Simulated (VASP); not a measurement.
# La (I4_1/amd) in VASP: single point with PBE

Aim: the single point of La with PBE.

Everything below comes from runs of VASP 6.6.1. Logs are shortened: lines on timing, memory, paths and dates and some standing lists are left out, and cuts for length are marked.

### Step 1. The cell of the first run

It takes space group I4_1/amd (No. 141, tetragonal). The conventional cell has a = 4.900 Å, b = 4.900 Å, c = 2.690 Å, α = 90.00°, β = 90.00°, γ = 90.00°. La (site symmetry -4m2) has 10 La at 2.54 to 3.17 Å within 3.4 Å.

### Step 2. Single point, PBE

Input file INCAR:

```
SYSTEM = La
ALGO = Normal
EDIFF = 1E-6
ENCUT = 520
GGA = PE
ISIF = 2
ISMEAR = -1
LASPH = .TRUE.
LCHARG = .FALSE.
LREAL = .FALSE.
LWAVE = .FALSE.
NBANDS = 18
NELM = 60
PREC = Accurate
SIGMA = 0.05
```

Input file KPOINTS:

```
k-points
0
G
  16 16 16
  0 0 0
```

Input file POSCAR:

```
La
1.0
   -2.4498774223      2.4498774223      1.3452386685
    2.4498774223     -2.4498774223      1.3452386685
    2.4498774223      2.4498774223     -1.3452386685
La
2
Direct
   -0.3750000000     -0.1250000000     -0.2500000000
    0.3750000000      0.1250000000      0.2500000000
```

Potentials or basis: VASP PAW PBE potentials, release 64 (La).

On the command line:

```bash
$ cat potpaw_PBE.64/La/POTCAR > POTCAR
$ mpirun -np 1 vasp_std > vasp.out
```

OUTCAR:

```text
SYSTEM = La
   EDIFF = 1E-6
   ENCUT = 520
   GGA = PE
   ISIF = 2
   ISMEAR = -1
   LASPH = .TRUE.
   LREAL = .FALSE.
   NELM = 60
   PREC = Accurate

 ion  position               nearest neighbor table
   1  0.625  0.875  0.750-   2 2.54   2 2.54   2 2.54   2 2.54   2 3.17   2 3.17   2 3.17   2 3.17

   2  0.375  0.125  0.250-   1 2.54   1 2.54   1 2.54   1 2.54   1 3.17   1 3.17   1 3.17   1 3.17

  LATTYP: Found a body centered tetragonal cell.
 ALAT       =     4.8997548446
 C/A-ratio  =     0.5491044802

  Lattice vectors:

 A1 = (  -2.4498774223,   2.4498774223,   1.3452386685)
 A2 = (   2.4498774223,  -2.4498774223,   1.3452386685)
 A3 = (   2.4498774223,   2.4498774223,  -1.3452386685)

Analysis of symmetry for initial positions (statically):
=====================================================================
 Subroutine PRICEL returns:
 Original cell was already a primitive cell.

 Routine SETGRP: Setting up the symmetry group for a
 body centered tetragonal supercell.

 Subroutine GETGRP returns: Found 16 space group operations
 (whereof  4 operations were pure point group operations)
 out of a pool of 16 trial point group operations.

The static configuration has the point symmetry C_2h.
 The point group associated with its full space group is D_4h.

Analysis of symmetry for dynamics (positions and initial velocities):
=====================================================================
 Subroutine PRICEL returns:
 Original cell was already a primitive cell.

 Routine SETGRP: Setting up the symmetry group for a
 body centered tetragonal supercell.

 Subroutine GETGRP returns: Found 16 space group operations
 (whereof  4 operations were pure point group operations)
 out of a pool of 16 trial point group operations.

The dynamic configuration has the point symmetry C_2h.
 The point group associated with its full space group is D_4h.

 Subroutine INISYM returns: Found 16 space group operations
 (whereof  4 operations are pure point group operations),
 and found     1 'primitive' translations

----------------------------------------------------------------------------------------

                                     Primitive cell

  volume of cell :      32.2959

  direct lattice vectors                    reciprocal lattice vectors
    -2.449877422  2.449877422  1.345238668     0.000000000  0.204091844  0.371681258
     2.449877422 -2.449877422  1.345238668     0.204091844  0.000000000  0.371681258
     2.449877422  2.449877422 -1.345238668     0.204091844  0.204091844  0.000000000

  length of vectors
     3.716647124  3.716647124  3.716647124     0.424028817  0.424028817  0.288629453

  position of ions in fractional coordinates (direct lattice)
     0.625000000  0.875000000  0.750000000
     0.375000000  0.125000000  0.250000000

  ion indices of the primitive-cell ions
   primitive index   ion index
                 1           1
                 2           2

----------------------------------------------------------------------------------------

 KPOINTS: k-points

Automatic generation of k-mesh.
 Grid dimensions read from file:
 generate k-points for:   16   16   16

 Generating k-lattice:

  Cartesian coordinates                     Fractional coordinates (reciprocal lattice)
     0.000000000  0.012755740  0.023230079     0.062500000  0.000000000  0.000000000
     0.012755740  0.000000000  0.023230079     0.000000000  0.062500000  0.000000000
     0.012755740  0.012755740  0.000000000     0.000000000  0.000000000  0.062500000

  Length of vectors
     0.026501801  0.026501801  0.018039341

  Shift w.r.t. Gamma in fractional coordinates (k-lattice)
     0.000000000  0.000000000  0.000000000

 Subroutine IBZKPT returns following result:
 ===========================================

 Found    349 irreducible k-points:

 Following reciprocal coordinates:
            Coordinates               Weight
  0.000000  0.000000  0.000000      1.000000
  0.062500  0.000000  0.000000      8.000000
  0.125000  0.000000  0.000000      8.000000
  0.187500 -0.000000  0.000000      8.000000
  0.250000  0.000000  0.000000      8.000000
  0.312500  0.000000  0.000000      8.000000
[... 16 lines left out ...]
 -0.125000  0.062500  0.000000     16.000000
 -0.062500  0.062500  0.000000      4.000000
 [... further k-points ...]
   k-points           NKPTS =    349   k-points in BZ     NKDIM =    349   number of bands    NBANDS=     18
   number of dos      NEDOS =    301   number of ions     NIONS =      2
   total plane-waves  NPLWV =  21952
   dimension x,y,z NGX =    28 NGY =   28 NGZ =   28
   dimension x,y,z NGXF=    56 NGYF=   56 NGZF=   56
   ions per type =               2
   NGX,Y,Z   is equivalent  to a cutoff of  12.52, 12.52, 12.52 a.u.
   NGXF,Y,Z  is equivalent  to a cutoff of  25.05, 25.05, 25.05 a.u.
 SYSTEM =  La
   PREC   = accura    normal or accurate (medium, high low for compatibility)
   ISTART =      0    job   : 0-new  1-cont  2-samecut
   ICHARG =      2    charge: 1-file 2-atom 10-const
   ISPIN  =      1    spin polarized calculation?
   LNONCOLLINEAR =      F non collinear calculations
   LSORBIT =      F    spin-orbit coupling
   LASPH  =      T    aspherical Exc in radial PAW
   ENCUT  =  520.0 eV  38.22 Ry    6.18 a.u.   6.91  6.91  6.91*2*pi/ulx,y,z
   NELM   =     60;   NELMIN=  2; NELMDL= -5     # of ELM steps
   EDIFF  = 0.1E-05   stopping-criterion for ELM
   LREAL  =      F    real-space projection
   EDIFFG = 0.1E-04   stopping-criterion for IOM
   NSW    =      0    number of steps for IOM
   IBRION =     -1    ionic relax: 0-MD 1-quasi-New 2-CG
   NFREE  =      0    steps in history (QN), initial steepest desc. (CG)
   ISIF   =      2    stress and relaxation
   ISYM   =      2    0-nonsym 1-usesym 2-fastsym
   POTIM  = 0.5000    time-step for ionic-motion
   TEBEG  =    0.0;   TEEND  =   0.0 temperature during run
   PSTRESS=    0.0 pullay stress
   NELECT =      22.0000    total number of electrons
   NUPDOWN=      -1.0000    fix difference up-down
   EMIN   =  10.00;   EMAX   =-10.00  energy-range for DOS
   EFERMI =   0.00;   METHOD = LEGACY
   ISMEAR =    -1;   SIGMA  =   0.05  broadening in eV -4-tet -1-fermi 0-gaus
   EFERMI_NEDOS =   21; number of points for ismear=-14 and -15
   IALGO  =     38    algorithm
   IMIX   =      4    mixing-type and parameters
     AMIX     =   0.40;   BMIX     =  1.00
     AMIX_MAG =   1.60;   BMIX_MAG =  1.00
  volume/ion in A,a.u.               =      16.15       108.97
  Fermi-wavevector in a.u.,A,eV,Ry     =   1.440455  2.722065 28.230875  2.074911
  Thomas-Fermi vector in A             =   2.559197
   LORBIT       =      0    0 simple, 1 ext, 2 COOP (PROOUT), +10 PAW based schemes
   GGA     = PE    functional components
   LHFCALC =     F    Hartree Fock is set to
   AEXX    =    0.0000 exact exchange contribution
   IVDW    =     0    specifies the selected vdW correction
   LEPSILON=     F    determine dielectric tensor
   LRPA    =     F    only Hartree local field effects (RPA)
 non-spin polarized calculation
  energy-cutoff  :      520.00
  volume of cell :       32.30
 maximum number of plane-waves:       884
   NGX = 13   NGY = 13   NGZ = 13

 number of electron      22.0000000 magnetization

 Free energy of the ion-electron system (eV)
  ---------------------------------------------------
  ext. energy  EPLUGINS =         0.00000000
  ---------------------------------------------------
  free energy    TOTEN  =        -2.13079893 eV

  energy without entropy =       -2.11737962  energy(sigma->0) =       -2.12408927

 E-fermi :  19.1998     XC(G=0): -13.4623

 val. band max:       19.1976681513   @ k =  -0.1250  -0.2500   0.1250
 cond. band min:      19.1998556104   @ k =  -0.3750   0.4375   0.3750
 fundamental gap:      0.0021874591
 Fermi energy:        19.1998139466

 k-point     1 :       0.0000    0.0000    0.0000
  band No.  band energies     occupation
      1     -16.0388      2.00000
      2     -10.8152      2.00000
      3      -0.7355      2.00000
      4      -0.7355      2.00000
      5       6.8037      2.00000
      6       6.9746      2.00000
[... 10 lines left out ...]
     17      20.3979      0.00000
     18      23.6158      0.00000

 k-point     2 :       0.0625    0.0000    0.0000
  band No.  band energies     occupation
      1     -15.9642      2.00000
      2     -10.8166      2.00000
      3      -0.7176      2.00000
      4      -0.6111      2.00000
      5       6.3048      2.00000
      6       6.5469      2.00000
[... 10 lines left out ...]
     17      21.2863      0.00000
     18      23.5782      0.00000

 k-point     3 :       0.1250    0.0000    0.0000
  band No.  band energies     occupation
      1     -15.7436      2.00000
      2     -10.8196      2.00000
      3      -0.6638      2.00000
      4      -0.2562      2.00000
      5       5.1770      2.00000
      6       5.5079      2.00000
[... 10 lines left out ...]
     17      22.0396      0.00000
     18      23.4546      0.00000

 k-point     4 :       0.1875   -0.0000    0.0000
  band No.  band energies     occupation
      1     -15.3875      2.00000
      2     -10.8230      2.00000
      3      -0.5755      2.00000
      4       0.2638      2.00000
      5       3.7202      2.00000
      6       4.2847      2.00000
[... 375 lines left out ...]
      4       0.0942      2.00000
      5       4.8255      2.00000
      6       5.5246      2.00000
[... 10 lines left out ...]
     17      22.0493      0.00000
     18      23.3427      0.00000

 k-point    23 :      -0.1250    0.0625    0.0000
  band No.  band energies     occupation
      1     -15.8935      2.00000
      2     -10.9686      2.00000
      3      -0.7122      2.00000
      4      -0.3954      2.00000
      5       5.9307      2.00000
      6       6.5275      2.00000
[... 10 lines left out ...]
     17      21.3556      0.00000
     18      23.4791      0.00000

 k-point    24 :      -0.0625    0.0625    0.0000
  band No.  band energies     occupation
      1     -16.0033      2.00000
      2     -10.8939      2.00000
      3      -0.6922      2.00000
      4      -0.6661      2.00000
      5       6.5070      2.00000
      6       6.9717      2.00000
[... 10 lines left out ...]
     17      20.5565      0.00000
     18      23.5779      0.00000

 [... further k-points ...]

------------------------ aborting loop because EDIFF is reached ----------------------------------------

  FORCE on cell =-STRESS in cart. coord.  units (eV):
  Direction    XX          YY          ZZ          XY          YZ          ZX
  --------------------------------------------------------------------------------------
  -------------------------------------------------------------------------------------
  Total       26.1077136     26.1077136     26.2596989      0.0000000     -0.0000000      0.0000000
  in kB     1295.1837236   1295.1837236   1302.7235960      0.0000000     -0.0000000      0.0000000
  external PRESSURE =    1297.6970144 kB  Pullay stress =       0.0000000 kB

 VOLUME and BASIS-vectors are now :
 -----------------------------------------------------------------------------
  energy-cutoff  :      520.00
  volume of cell :       32.30
      direct lattice vectors                 reciprocal lattice vectors
    -2.449877422  2.449877422  1.345238668     0.000000000  0.204091844  0.371681258
     2.449877422 -2.449877422  1.345238668     0.204091844  0.000000000  0.371681258
     2.449877422  2.449877422 -1.345238668     0.204091844  0.204091844  0.000000000

 POSITION                                       TOTAL-FORCE (eV/Angst)
 -----------------------------------------------------------------------------------
      2.44988      1.22494      1.00893         0.000000      0.000000     -0.000000
      0.00000      1.22494      0.33631        -0.000000     -0.000000      0.000000
 -----------------------------------------------------------------------------------
    total drift:                               -0.000000      0.000000     -0.000000

  FREE ENERGIE OF THE ION-ELECTRON SYSTEM (eV)
  ---------------------------------------------------
  free  energy   TOTEN  =        -2.1307989261 eV

  energy  without entropy=       -2.1173796198  energy(sigma->0) =       -2.12408927
```

Wall time 1.7 min (1 thread of Intel Xeon 6975P-C (Granite Rapids), shared host); peak memory 0.33 GiB.

What came out:

```
Free energy            : -2.1308 eV
Pressure               : 129.8 GPa
Band gap on the k mesh : zero (bands 11 and 12 overlap by 3.79 eV)
```

Levels at points of the mesh, in eV from the Fermi level:
| k point | band 8 | band 9 | band 10 | band 11 | band 12 | band 13 | band 14 | band 15 |
| --- | --- | --- | --- | --- | --- | --- | --- | --- |
| (0.00, 0.00, 0.00) | -12.08 | -6.74 | -1.62 | -0.70 | -0.67 | 1.04 | 1.09 | 1.09 |
| (0.50, 0.00, 0.00) | -12.63 | -3.43 | -3.30 | -1.41 | 0.35 | 1.30 | 1.83 | 1.93 |
| (0.50, 0.50, 0.00) | -12.11 | -1.61 | -1.61 | -0.24 | -0.24 | 2.18 | 2.18 | 2.20 |
| (0.50, 0.50, 0.50) | -10.28 | -0.07 | -0.07 | 0.90 | 0.90 | 2.18 | 2.18 | 2.50 |

Caveat: the cell stands under pressure; spin-orbit coupling is left out, which moves the levels of the heavy elements.
